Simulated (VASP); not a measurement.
Set up this calculation in VASP 6.6.1, as the native input.

* Task: single point
* Functional: PBE
* Potentials or basis: VASP PAW PBE potentials, release 64 (Sr_sv, Bi_d)
* Cutoff: 520 eV
* k mesh: 6 × 6 × 4
* Occupations: gaussian, width 0.1 eV
* Spin: no spin polarisation
* Dipole correction: no
* Further INCAR settings: ALGO = Fast; EDIFF = 1e-06; NBANDS = 30

The structure of Sr3Bi lies in POSCAR:

```
Sr3Bi
1.0
    7.5029522491      0.0000000038      0.0000000000
   -3.7514761279      6.4977472492      0.0000000000
    0.0000000000      0.0000000000      4.6235969197
Sr Bi
3 1
Direct
    0.6752076054      0.0000000000      0.5000000000
    0.0000000000      0.6752076054      0.5000000000
    0.3247923946      0.3247923946      0.5000000000
    0.0000000000      0.0000000000      0.0000000000
```

The cell was built from a structure type or drawn by symmetry, and may not be a known phase.

These files were run (other wordings do the same):

INCAR

```
PREC = Accurate
ENCUT = 520
EDIFF = 1E-6
ISMEAR = 0
SIGMA = 0.1
LREAL = False
LASPH = True
NELM = 80
ALGO = Fast
ISIF = 2
LWAVE = False
LCHARG = True
GGA = PE
LELF = True
LVHAR = True
NBANDS = 30
```

KPOINTS

```
Automatic mesh
0
Gamma
  6 6 4
```

Potentials or basis: VASP PAW PBE potentials, release 64 (Sr_sv, Bi_d).

The run is started by

```console
$ cat potpaw_PBE.64/Sr_sv/POTCAR potpaw_PBE.64/Bi_d/POTCAR > POTCAR
$ mpirun -np 1 vasp_std > vasp.out
```

It gave:

```yaml
Pressure: 0.0 GPa
Largest_force: 0.045 eV/Å
Band_gap_on_the_k_mesh: zero (an odd number of electrons rules out a gap without spin polarisation)
```

Caveat: spin-orbit coupling is left out, which moves the levels of the heavy elements.

Wall time 13 min on 1 thread of AMD EPYC 7R13, with other jobs on the host, peak memory 0.38 GiB.
